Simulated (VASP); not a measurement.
Set up this calculation in VASP 6.6.1, as the native input.

* Task: single point
* Functional: PBEsol
* Potentials or basis: VASP PAW PBE potentials, release 64 (Ca_sv, S)
* Cutoff: 500 eV
* k mesh: 8 × 8 × 8
* Occupations: gaussian, width 0.02 eV
* Spin: no spin polarisation
* Dipole correction: no
* Further INCAR settings: ALGO = Normal; EDIFF = 1e-06; NBANDS = 15

The structure of CaS lies in POSCAR:

```
CaS
1.0
    0.0000000000      2.8430000000      2.8430000000
    2.8430000000      0.0000000000      2.8430000000
    2.8430000000      2.8430000000      0.0000000000
Ca S
1 1
Direct
    0.0079141752     -0.0079141752      0.0079141752
    0.5000000000      0.5000000000      0.5000000000
```

This cell differs from its parent crystal: one atom moved.

These files were run (other wordings do the same):

INCAR

```
ALGO = Normal
EDIFF = 1E-6
ENCUT = 500
GGA = PS
GGA_COMPAT = F
ISIF = 2
ISMEAR = 0
LASPH = T
LCHARG = F
LREAL = F
LWAVE = F
NBANDS = 15
NELM = 120
PREC = Accurate
SIGMA = 0.02
```

KPOINTS

```
k-points
0
Gamma
  8 8 8
```

Potentials or basis: VASP PAW PBE potentials, release 64 (Ca_sv, S).

Launch:

```bash
$ cat potpaw_PBE.64/Ca_sv/POTCAR potpaw_PBE.64/S/POTCAR > POTCAR
$ mpirun -np 1 vasp_std > vasp.out
```

Results of the run:

The pressure is -1.4 GPa and the largest force is 0.141 eV/Å. The band gap on the k mesh is 2.23 eV, indirect (least direct gap 3.05 eV).

Caveat: the cell differs from its parent crystal (one atom moved); the PAW data sets were made with another functional, which shifts forces and pressure a little.

Run time: 55 s on 1 thread of Intel Xeon 8259CL (shared host), peak memory 0.19 GiB.
